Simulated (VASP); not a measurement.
The system is Ti.

```
Ti
1.0
    -1.66692    1.66692    1.66692
     1.66692   -1.66692    1.66692
     1.66692    1.66692   -1.66692
Ti
1
Direct
  0.00000 0.00000 0.00000
```

Base run:

* Program: VASP 6.6.1
* Functional: PBEsol
* Potentials or basis: VASP PAW PBE potentials, release 64 (Ti_sv)
* Cutoff: 520 eV
* k mesh: 22 × 22 × 22
* Occupations: gaussian, width 0.15 eV
* Spin: collinear spin, ferromagnetic start
* Starting moments: [0.875] μB
* Fixed moment: 0.875 μB

Its results: pressure -9.2 GPa; site moments Ti +0.61 μB.

**Question.** The run is repeated on the same cell with these changes: fixed moment from 0.875 μB to 0.375 μB; moments at the start from [0.88] to [0.38]. What comes out?

**Answer.** Pressure -10.3 GPa; site moments Ti +0.26 μB.

Caveats: the PAW data sets were made with another functional, which shifts forces and pressure a little; the total moment is fixed, so each spin has its own Fermi level.
